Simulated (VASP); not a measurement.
Runs of VASP 6.6.1 on NaH. Symmetry: P6_3/mmc, No. 194, hexagonal system. The conventional cell has a = 3.319 Å, b = 3.319 Å, c = 5.831 Å, α = 90.00°, β = 90.00°, γ = 120.00°. Within 3.2 Å of Na (site symmetry -3m) lie 6 H at 2.41 Å and 2 Na at 2.92 Å. H (site symmetry -6m2) has 6 Na at 2.41 Å within 3.2 Å. 

```tsv
level	potentials or basis	k mesh	gap on the mesh (eV)	pressure (GPa)
LDA	VASP PAW LDA potentials, release 64 (Na_pv, H)	6 × 6 × 2	3.08	-1.6
PBE	VASP PAW PBE potentials, release 64 (Na_pv, H)	6 × 6 × 2	3.44	0.6
PBE	VASP PAW PBE potentials, release 64 (Na_pv, H)	6 × 6 × 4	(a)	0.6
r2SCAN	VASP PAW PBE potentials, release 64 (Na_pv, H)	6 × 6 × 2	(b)	-0.2
```

Alike in all rows: task single point; no spin polarisation; cell as given; cutoff (eV) 520; smearing gaussian 0.01 eV.

Fill in the values left out.

(a) 3.45; (b) 4.06.

Caveats: some runs use coarse meshes; the PAW data sets were made with another functional, which shifts forces and pressure a little (some runs).

A k mesh can miss the band edges.
